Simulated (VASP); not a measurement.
## CaSe: G0W0 quasiparticle levels with PBE

Crystal: CaSe.

```
Ca Se
1.0
     3.63478    0.00000    0.00000
     0.00000    3.63478    0.00000
     0.00000    0.00000    3.63478
Ca Se
1 1
Direct
  0.00000 0.00000 0.00000
  0.50000 0.50000 0.50000
```

```yaml
Program: VASP 6.6.1
Task: G0W0 quasiparticle levels
Functional: PBE
Potentials_or_basis: VASP PAW PBE potentials, release 64 (Ca_sv_GW, Se_GW)
Cutoff: 500 eV
k_mesh: 4 × 4 × 4
Occupations: gaussian, width 0.01 eV
Spin: no spin polarisation
Dipole_correction: no
GW_scheme: G0W0
GW_iterations: 1
Cutoff_of_the_response_function: 180
Frequency_points: 48
Empty_bands: 263
Further_INCAR_settings: ALGO = EVGW0; EDIFF = 1e-08; NBANDS = 271
```

```json
{"Band gap on the k mesh, mean-field level": "0.74 eV, direct", "Quasiparticle gap": "2.10 eV", "Least direct quasiparticle gap": "2.10 eV"}
```

Levels at points of the mesh, in eV from the valence-band top:
```csv
k point,band 6,band 7,band 8,band 9,band 10,band 11
"(0.00, 0.00, 0.00)",-0.87,-0.87,-0.87,1.06,1.06,2.06
"(0.50, 0.00, 0.00)",-4.92,-1.05,-1.05,1.98,4.58,4.59
"(0.50, 0.50, 0.00)",-3.57,-3.57,0.00,0.74,2.90,3.13
"(0.50, 0.50, 0.50)",-3.71,-3.71,-3.71,3.81,3.81,3.81
```

Run time: 12 min on 1 thread of Intel Xeon 8259CL, with other jobs on the host, peak memory 0.64 GiB.

Caveat: the k points lie up to 0.43 Å⁻¹ apart; bands, screening cutoff and mesh are small and nothing is extrapolated, so the quasiparticle values aren't converged. A k mesh can miss the band edges.
